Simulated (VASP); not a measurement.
# Ni (Fm-3m) in VASP: further runs, part 2 of 2

VASP 6.6.1. The steps go on from the part before.

## 3. Single point, PBE, collinear spin, ferromagnetic start

Contents of INCAR:

```
PREC = Accurate
ENCUT = 520
EDIFF = 1E-7
ISMEAR = -1
SIGMA = 0.1
LREAL = F
LASPH = T
NELM = 150
ALGO = Normal
ISIF = 2
LWAVE = F
LCHARG = F
ISPIN = 2
MAGMOM = 0.2
LORBIT = 11
LMAXMIX = 4
GGA = PE
NBANDS = 15
```

Contents of KPOINTS:

```
Automatic mesh
0
Gamma
  14 14 14
```

Contents of POSCAR:

```
Ni
1.0
    0.0000000000      1.7597000000      1.7597000000
    1.7597000000      0.0000000000      1.7597000000
    1.7597000000      1.7597000000      0.0000000000
Ni
1
Direct
    0.0000000000      0.0000000000      0.0000000000
```

Potentials or basis: VASP PAW PBE potentials, release 64 (Ni).

On the command line:

```
$ cat potpaw_PBE.64/Ni/POTCAR > POTCAR
$ mpirun -np 1 vasp_std > vasp.out
```

OUTCAR:

```text
PREC = Accurate
   ENCUT = 520
   EDIFF = 1E-7
   ISMEAR = -1
   LREAL = F
   LASPH = T
   NELM = 150
   ISIF = 2
   ISPIN = 2
   LORBIT = 11
   GGA = PE

 ion  position               nearest neighbor table
   1  0.000  0.000  0.000-

  LATTYP: Found a face centered cubic cell.
 ALAT       =     3.5194000000

  Lattice vectors:

 A1 = (   0.0000000000,   1.7597000000,   1.7597000000)
 A2 = (   1.7597000000,   0.0000000000,   1.7597000000)
 A3 = (   1.7597000000,   1.7597000000,   0.0000000000)

Analysis of symmetry for initial positions (statically):
=====================================================================
 Subroutine PRICEL returns:
 Original cell was already a primitive cell.

 Routine SETGRP: Setting up the symmetry group for a
 face centered cubic supercell.

 Subroutine GETGRP returns: Found 48 space group operations
 (whereof 48 operations were pure point group operations)
 out of a pool of 48 trial point group operations.

The static configuration has the point symmetry O_h .

Analysis of symmetry for dynamics (positions and initial velocities):
=====================================================================
 Subroutine PRICEL returns:
 Original cell was already a primitive cell.

 Routine SETGRP: Setting up the symmetry group for a
 face centered cubic supercell.

 Subroutine GETGRP returns: Found 48 space group operations
 (whereof 48 operations were pure point group operations)
 out of a pool of 48 trial point group operations.

The dynamic configuration has the point symmetry O_h .

Analysis of structural, dynamic, and magnetic symmetry:
=====================================================================
 Subroutine PRICEL returns:
 Original cell was already a primitive cell.

 Routine SETGRP: Setting up the symmetry group for a
 face centered cubic supercell.

 Subroutine GETGRP returns: Found 48 space group operations
 (whereof 48 operations were pure point group operations)
 out of a pool of 48 trial point group operations.

The overall configuration has the point symmetry O_h .

 Subroutine INISYM returns: Found 48 space group operations
 (whereof 48 operations are pure point group operations),
 and found     1 'primitive' translations

[... 153 lines left out ...]
      4       6.9515      1.00000
      5       8.1087      1.00000
      6       8.1087      1.00000
      7      33.0631      0.00000
      8      36.9090      0.00000
      9      36.9091      0.00000
     10      36.9091      0.00000
     11      39.8501      0.00000
     12      39.8501      0.00000
     13      39.8501      0.00000
     14      42.8097      0.00000
[... 403 lines left out ...]
      4       7.4474      1.00000
      5       8.0728      1.00000
      6       8.4399      0.99987
      7      24.8612      0.00000
      8      30.3683      0.00000
      9      31.1057      0.00000
     10      33.7696      0.00000
     11      38.7990      0.00000
     12      42.8385      0.00000
     13      44.8022      0.00000
     14      46.9401      0.00000
     15      51.3955      0.00000

 [... further k-points ...]

 spin component 2

 k-point     1 :       0.0000    0.0000    0.0000
  band No.  band energies     occupation
      1       0.3187      1.00000
      2       7.6584      1.00000
      3       7.6584      1.00000
      4       7.6584      1.00000
      5       8.6796      0.99859
      6       8.6796      0.99859
      7      32.9014      0.00000
      8      36.8921      0.00000
      9      36.8921      0.00000
     10      36.8921      0.00000
     11      39.9404      0.00000
     12      39.9404      0.00000
     13      39.9404      0.00000
     14      42.6851      0.00000
[... 403 lines left out ...]
      4       8.1288      0.99999
      5       8.7162      0.99798
      6       9.0672      0.93646
      7      24.9714      0.00000
      8      30.4451      0.00000
      9      31.0662      0.00000
     10      33.8279      0.00000
     11      38.9121      0.00000
     12      42.7997      0.00000
     13      44.7733      0.00000
     14      46.9449      0.00000
     15      51.4847      0.00000

 [... further k-points ...]
[... 5 lines left out ...]
  --------------------------------------------------------------------------------------
  -------------------------------------------------------------------------------------
  Total        0.0060698      0.0060698      0.0060698      0.0000000      0.0000000     -0.0000000
  in kB        0.8923509      0.8923509      0.8923509      0.0000000      0.0000000     -0.0000000
  external PRESSURE =       0.8923509 kB  Pullay stress =       0.0000000 kB

 VOLUME and BASIS-vectors are now :
 -----------------------------------------------------------------------------
  energy-cutoff  :      520.00
  volume of cell :       10.90
      direct lattice vectors                 reciprocal lattice vectors
     0.000000000  1.759700000  1.759700000    -0.284139342  0.284139342  0.284139342
     1.759700000  0.000000000  1.759700000     0.284139342 -0.284139342  0.284139342
     1.759700000  1.759700000  0.000000000     0.284139342  0.284139342 -0.284139342

 POSITION                                       TOTAL-FORCE (eV/Angst)
 -----------------------------------------------------------------------------------
      0.00000      0.00000      0.00000        -0.000000     -0.000000      0.000000
 -----------------------------------------------------------------------------------
    total drift:                                0.000000      0.000000      0.000000

  FREE ENERGIE OF THE ION-ELECTRON SYSTEM (eV)
  ---------------------------------------------------
  free  energy   TOTEN  =        -5.4972196022 eV

  energy  without entropy=       -5.4406462773  energy(sigma->0) =       -5.46893294

 total charge

# of ion       s       p       d       tot
------------------------------------------
    1        0.496   0.496   8.315   9.307

 magnetization (x)

# of ion       s       p       d       tot
------------------------------------------
    1       -0.007  -0.025   0.638   0.606
```

OSZICAR:

```text
N       E                     dE             d eps       ncg     rms          rms(c)
DAV:   1     0.336157347619E+02    0.33616E+02   -0.42321E+03  6601   0.856E+02
DAV:   2    -0.504169591930E+01   -0.38657E+02   -0.35833E+02  7094   0.163E+02
DAV:   3    -0.650423840384E+01   -0.14625E+01   -0.14474E+01  7584   0.311E+01
DAV:   4    -0.651330362457E+01   -0.90652E-02   -0.90627E-02  7630   0.233E+00
DAV:   5    -0.651341531248E+01   -0.11169E-03   -0.11169E-03  7836   0.231E-01    0.973E+00
DAV:   6    -0.583325255904E+01    0.68016E+00   -0.13803E+01  9005   0.401E+01    0.599E+00
DAV:   7    -0.550302607763E+01    0.33023E+00   -0.25100E+00  8300   0.153E+01    0.205E+00
DAV:   8    -0.549942549958E+01    0.36006E-02   -0.60539E-02  7832   0.173E+00    0.733E-01
DAV:   9    -0.549727193546E+01    0.21536E-02   -0.58063E-03  9515   0.467E-01    0.288E-01
DAV:  10    -0.549717709498E+01    0.94840E-04   -0.15026E-04  8531   0.924E-02    0.157E-01
DAV:  11    -0.549721226522E+01   -0.35170E-04   -0.77535E-04  8605   0.218E-01    0.299E-02
DAV:  12    -0.549721926296E+01   -0.69977E-05   -0.18112E-05  7892   0.367E-02    0.171E-02
DAV:  13    -0.549721998780E+01   -0.72484E-06   -0.22269E-06  8821   0.115E-02    0.528E-03
DAV:  14    -0.549721968047E+01    0.30733E-06   -0.88823E-08  6397   0.265E-03    0.133E-03
DAV:  15    -0.549721960218E+01    0.78291E-07   -0.21265E-08  4842   0.135E-03
   1 F= -.54972196E+01 E0= -.54689329E+01  d E =-.565733E-01  mag=     0.5942
```

It took 45 s on 1 thread of Intel Xeon 6975P-C, shared host; peak memory 0.15 GiB.

Results:

```
Free energy                                           : -5.4972 eV
Pressure                                              : 0.1 GPa
Net moment                                            : 0.59 μB per cell
Site moments                                          : Ni +0.61 μB
Valence electrons inside the program's atomic spheres : Ni 9.31
```
